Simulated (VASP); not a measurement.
AlN, 8 atoms in the cell. It takes space group Cm (No. 8, monoclinic). Conventional cell: a = 5.388 Å, b = 3.111 Å, c = 9.966 Å, α = 90.00°, β = 92.58°, γ = 90.00°. Al (site symmetry m) has 4 N at 1.89 to 1.97 Å within 2.5 Å. Within 2.5 Å of Al (site symmetry m) lie 4 N at 1.89 to 1.92 Å. Within 2.5 Å of Al (site symmetry m) lie 4 N at 1.89 to 1.92 Å. Within 2.5 Å of Al (site symmetry m) lie 4 N at 1.89 to 1.92 Å. Within 2.5 Å of N (site symmetry m) lie 4 Al at 1.89 to 1.97 Å. N (site symmetry m) has 4 Al at 1.89 to 1.92 Å within 2.5 Å. Within 2.5 Å of N (site symmetry m) lie 4 Al at 1.89 to 1.92 Å. N (site symmetry m) has 4 Al at 1.89 to 1.92 Å within 2.5 Å. 

```yaml
Program: VASP 6.6.1
Task: single point
Functional: LDA
Potentials_or_basis: VASP PAW LDA potentials, release 64 (Al, N)
Cutoff: 520 eV
k_mesh: 8 × 8 × 3
Occupations: gaussian, width 0.05 eV
Spin: no spin polarisation
Dipole_correction: no
Further_INCAR_settings: ALGO = Normal; EDIFF = 1e-07; NBANDS = 26
```

Potentials or basis: VASP PAW LDA potentials, release 64 (Al, N).

Run with:

```bash
$ cat potpaw_LDA.64/Al/POTCAR potpaw_LDA.64/N/POTCAR > POTCAR
$ mpirun -np 1 vasp_std > vasp.out
```

Hardware: 1 thread of Intel(R) Xeon(R) Platinum 8488C (Sapphire Rapids), on a shared host.

Question: How long does it take, and how much memory?

Answer: Run time: 59 s on 1 thread of Intel(R) Xeon(R) Platinum 8488C (Sapphire Rapids), on a shared host, peak memory 0.22 GiB. Counts: scf iterations 14, k points 57.
